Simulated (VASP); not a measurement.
# SiGe (Pm-3m) in VASP: single point with r2SCAN

Aim: the single point of SiGe with r2SCAN.

Everything below comes from runs of VASP 6.6.1. Logs are shortened: lines on timing, memory, paths and dates and some standing lists are left out, and cuts for length are marked.

## Step 1: The cell of the first run

Symmetry: Pm-3m, No. 221, cubic system. The conventional cell has a = 3.210 Å, b = 3.210 Å, c = 3.210 Å, α = 90.00°, β = 90.00°, γ = 90.00°. Ge (site symmetry m-3m) has 8 Si at 2.78 Å and 6 Ge at 3.21 Å within 3.7 Å. Si (site symmetry m-3m) has 8 Ge at 2.78 Å and 6 Si at 3.21 Å within 3.7 Å.

## Step 2: Single point, r2SCAN

Contents of POSCAR:

```
SiGe
1.0
    3.2101506320      0.0000000000      0.0000000000
    0.0000000000      3.2101506320      0.0000000000
    0.0000000000      0.0000000000      3.2101506320
Ge Si
1 1
Direct
    0.0000000000      0.0000000000      0.0000000000
    0.5000000000      0.5000000000      0.5000000000
```

Contents of INCAR.step1:

```
ALGO = Normal
EDIFF = 1E-4
ENCUT = 520
GGA = PE
ISMEAR = -1
LASPH = True
LCHARG = False
LREAL = False
LWAVE = True
NBANDS = 16
NELM = 60
PREC = Accurate
SIGMA = 0.02
```

Contents of INCAR.step2:

```
ALGO = Normal
EDIFF = 1E-6
ENCUT = 520
ISIF = 2
ISMEAR = -1
ISTART = 1
LASPH = True
LCHARG = True
LELF = True
LMIXTAU = True
LREAL = False
LVHAR = True
LWAVE = False
METAGGA = R2SCAN
NBANDS = 16
NELM = 60
PREC = Accurate
SIGMA = 0.02
```

Contents of KPOINTS:

```
k-points
0
Gamma
  6 6 6
```

Potentials or basis: VASP PAW PBE potentials, release 64 (Ge_d, Si).

The run is started by

```
cat potpaw_PBE.64/Ge_d/POTCAR potpaw_PBE.64/Si/POTCAR > POTCAR
cp INCAR.step1 INCAR
mpirun -np 1 vasp_std > vasp.out
cp INCAR.step2 INCAR
mpirun -np 1 vasp_std > vasp.out
```

OUTCAR:

```text
EDIFF = 1E-6
   ENCUT = 520
   ISIF = 2
   ISMEAR = -1
   ISTART = 1
   LASPH = True
   LREAL = False
   METAGGA = R2SCAN
   NELM = 60
   PREC = Accurate

 ion  position               nearest neighbor table
   1  0.000  0.000  0.000-   2 2.78   2 2.78   2 2.78   2 2.78   2 2.78   2 2.78   2 2.78   2 2.78

   2  0.500  0.500  0.500-   1 2.78   1 2.78   1 2.78   1 2.78   1 2.78   1 2.78   1 2.78   1 2.78

  LATTYP: Found a simple cubic cell.
 ALAT       =     3.2101506320

  Lattice vectors:

 A1 = (   3.2101506320,   0.0000000000,   0.0000000000)
 A2 = (   0.0000000000,   3.2101506320,   0.0000000000)
 A3 = (   0.0000000000,   0.0000000000,   3.2101506320)

Analysis of symmetry for initial positions (statically):
=====================================================================
 Subroutine PRICEL returns:
 Original cell was already a primitive cell.

 Routine SETGRP: Setting up the symmetry group for a
 simple cubic supercell.

 Subroutine GETGRP returns: Found 48 space group operations
 (whereof 48 operations were pure point group operations)
 out of a pool of 48 trial point group operations.

The static configuration has the point symmetry O_h .

Analysis of symmetry for dynamics (positions and initial velocities):
=====================================================================
 Subroutine PRICEL returns:
 Original cell was already a primitive cell.

 Routine SETGRP: Setting up the symmetry group for a
 simple cubic supercell.

 Subroutine GETGRP returns: Found 48 space group operations
 (whereof 48 operations were pure point group operations)
 out of a pool of 48 trial point group operations.

The dynamic configuration has the point symmetry O_h .

 Subroutine INISYM returns: Found 48 space group operations
 (whereof 48 operations are pure point group operations),
 and found     1 'primitive' translations

----------------------------------------------------------------------------------------

                                     Primitive cell

  volume of cell :      33.0808

  direct lattice vectors                    reciprocal lattice vectors
     3.210150632  0.000000000  0.000000000     0.311511862  0.000000000  0.000000000
     0.000000000  3.210150632  0.000000000     0.000000000  0.311511862  0.000000000
     0.000000000  0.000000000  3.210150632     0.000000000  0.000000000  0.311511862

  length of vectors
     3.210150632  3.210150632  3.210150632     0.311511862  0.311511862  0.311511862

  position of ions in fractional coordinates (direct lattice)
[... 74 lines left out ...]
   EDIFF  = 0.1E-05   stopping-criterion for ELM
   LREAL  =      F    real-space projection
   EDIFFG = 0.1E-04   stopping-criterion for IOM
   NSW    =      0    number of steps for IOM
   IBRION =     -1    ionic relax: 0-MD 1-quasi-New 2-CG
   NFREE  =      0    steps in history (QN), initial steepest desc. (CG)
   ISIF   =      2    stress and relaxation
   ISYM   =      2    0-nonsym 1-usesym 2-fastsym
   POTIM  = 0.5000    time-step for ionic-motion
   TEBEG  =    0.0;   TEEND  =   0.0 temperature during run
   PSTRESS=    0.0 pullay stress
   NELECT =      18.0000    total number of electrons
   NUPDOWN=      -1.0000    fix difference up-down
   EMIN   =  10.00;   EMAX   =-10.00  energy-range for DOS
   EFERMI =   0.00;   METHOD = LEGACY
   ISMEAR =    -1;   SIGMA  =   0.02  broadening in eV -4-tet -1-fermi 0-gaus
   EFERMI_NEDOS =   21; number of points for ismear=-14 and -15
   IALGO  =     38    algorithm
   IMIX   =      4    mixing-type and parameters
     AMIX     =   0.40;   BMIX     =  1.00
     AMIX_MAG =   1.60;   BMIX_MAG =  1.00
  volume/ion in A,a.u.               =      16.54       111.62
  Fermi-wavevector in a.u.,A,eV,Ry     =   1.336514  2.525646 24.303683  1.786270
  Thomas-Fermi vector in A             =   2.465135
   LORBIT       =      0    0 simple, 1 ext, 2 COOP (PROOUT), +10 PAW based schemes
   METAGGA = R2SCAN    functional components
   LHFCALC =     F    Hartree Fock is set to
   AEXX    =    0.0000 exact exchange contribution
   IVDW    =     0    specifies the selected vdW correction
   LEPSILON=     F    determine dielectric tensor
   LRPA    =     F    only Hartree local field effects (RPA)
 non-spin polarized calculation
  energy-cutoff  :      520.00
  volume of cell :       33.08
 maximum number of plane-waves:       912
 NGX is ok and might be reduce to    24
   NGX = 11   NGY = 11   NGZ = 11

 number of electron      17.9999973 magnetization

 Free energy of the ion-electron system (eV)
  ---------------------------------------------------
  ext. energy  EPLUGINS =         0.00000000
  ---------------------------------------------------
  free energy    TOTEN  =       -21.16456051 eV

  energy without entropy =      -21.16011042  energy(sigma->0) =      -21.16233546

 E-fermi :   8.0951     XC(G=0): -12.3248

 val. band max:        8.0944615800   @ k =   0.1667   0.0000   0.0000
 cond. band min:       8.1096956028   @ k =   0.5000   0.1667   0.1667
 fundamental gap:      0.0152340227
 Fermi energy:         8.0950739454

 k-point     1 :       0.0000    0.0000    0.0000
  band No.  band energies     occupation
      1     -17.1328      2.00000
      2     -17.1328      2.00000
      3     -17.0849      2.00000
      4     -17.0849      2.00000
      5     -17.0849      2.00000
      6      -6.2555      2.00000
[... 357 lines left out ...]
      3     -17.1261      2.00000
      4     -17.0498      2.00000
      5     -17.0498      2.00000
      6       2.8823      2.00000
[... 8 lines left out ...]
     15      29.2035      0.00000
     16      29.4366      0.00000

------------------------ aborting loop because EDIFF is reached ----------------------------------------

  FORCE on cell =-STRESS in cart. coord.  units (eV):
  Direction    XX          YY          ZZ          XY          YZ          ZX
  --------------------------------------------------------------------------------------
  -------------------------------------------------------------------------------------
  Total        0.4382643      0.4382643      0.4382643      0.0000000      0.0000000      0.0000000
  in kB       21.2261125     21.2261125     21.2261125      0.0000000      0.0000000      0.0000000
  external PRESSURE =      21.2261125 kB  Pullay stress =       0.0000000 kB

 VOLUME and BASIS-vectors are now :
 -----------------------------------------------------------------------------
  energy-cutoff  :      520.00
  volume of cell :       33.08
      direct lattice vectors                 reciprocal lattice vectors
     3.210150632  0.000000000  0.000000000     0.311511862  0.000000000  0.000000000
     0.000000000  3.210150632  0.000000000     0.000000000  0.311511862  0.000000000
     0.000000000  0.000000000  3.210150632     0.000000000  0.000000000  0.311511862

 POSITION                                       TOTAL-FORCE (eV/Angst)
 -----------------------------------------------------------------------------------
      0.00000      0.00000      0.00000         0.000000      0.000000      0.000000
      1.60508      1.60508      1.60508         0.000000      0.000000      0.000000
 -----------------------------------------------------------------------------------
    total drift:                               -0.000000      0.000000      0.000000

  FREE ENERGIE OF THE ION-ELECTRON SYSTEM (eV)
  ---------------------------------------------------
  free  energy   TOTEN  =       -21.1645605095 eV

  energy  without entropy=      -21.1601104199  energy(sigma->0) =      -21.16233546
```

Wall time 16 s (1 thread of Intel Xeon Platinum 8488C (Sapphire Rapids), shared host); peak memory 0.14 GiB.

Results:

* Free energy: -21.1646 eV
* Pressure: 2.1 GPa
* Band gap on the k mesh: zero (band 9 reaches 11.23 eV, above the bottom of band 10 at 5.64 eV)

Caveat: the PAW data sets were made with another functional, which shifts forces and pressure a little.
